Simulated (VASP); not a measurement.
A run of VASP 6.6.1:

File POSCAR:

```
Zr
1.0
    3.2474123109      0.0000000000      0.0000000000
   -1.6237061555      2.8123415578      0.0000000000
    0.0000000000      0.0000000000      4.9960635139
Zr
2
Direct
    0.6666666667      0.3333333333      0.7500000000
    0.3333333333      0.6666666667      0.2500000000
```

Contents of INCAR.step1:

```
SYSTEM = Zr
ALGO     = Normal         ! electronic algorithm
EDIFF    = 1E-5           ! SCF threshold, eV
ENCUT    = 520            ! plane-wave cutoff, eV
GGA      = PE             ! functional
ISIF     = 2              ! what is computed and relaxed
ISMEAR   = -1             ! smearing method
LASPH    = .True.         ! aspherical terms in the spheres
LCHARG   = .False.        ! write CHGCAR
LREAL    = .False.        ! projectors in reciprocal space
LWAVE    = .True.         ! write WAVECAR
NBANDS   = 19             ! bands
NELM     = 60             ! most SCF steps
PREC     = Accurate       ! precision mode
SIGMA    = 0.05           ! smearing width, eV
```

The input INCAR.step2:

```
SYSTEM = Zr
AEXX     = 0.25           ! exact-exchange fraction
ALGO     = Normal         ! electronic algorithm
EDIFF    = 1E-6           ! SCF threshold, eV
ENCUT    = 520            ! plane-wave cutoff, eV
GGA      = PS             ! functional
ISIF     = 2              ! what is computed and relaxed
ISMEAR   = -1             ! smearing method
ISTART   = 1            
LASPH    = .True.         ! aspherical terms in the spheres
LCHARG   = .False.        ! write CHGCAR
LHFCALC  = .True.         ! exact exchange
LREAL    = .False.        ! projectors in reciprocal space
LWAVE    = .False.        ! write WAVECAR
NBANDS   = 19             ! bands
NELM     = 60             ! most SCF steps
PREC     = Accurate       ! precision mode
PRECFOCK = Normal       
SIGMA    = 0.05           ! smearing width, eV
```

File KPOINTS:

```
k-points
0
Gamma
  5 5 3
  0 0 0
```

Potentials or basis: VASP PAW PBE potentials, release 64 (Zr_sv).

The run is started by

```console
$ cat potpaw_PBE.64/Zr_sv/POTCAR > POTCAR
$ cp INCAR.step1 INCAR
$ mpirun -np 1 vasp_std > vasp.out
$ cp INCAR.step2 INCAR
$ mpirun -np 1 vasp_std > vasp.out
```

Hardware: 1 thread of AMD EPYC 7R43 64-Core Processor (Zen 3) (shared host).

Question: How long does it take, and how much memory?

Answer: Run time: 37 min on 1 thread of AMD EPYC 7R43 64-Core Processor (Zen 3), with other jobs on the host, peak memory 0.14 GiB. Counts: k points 10.
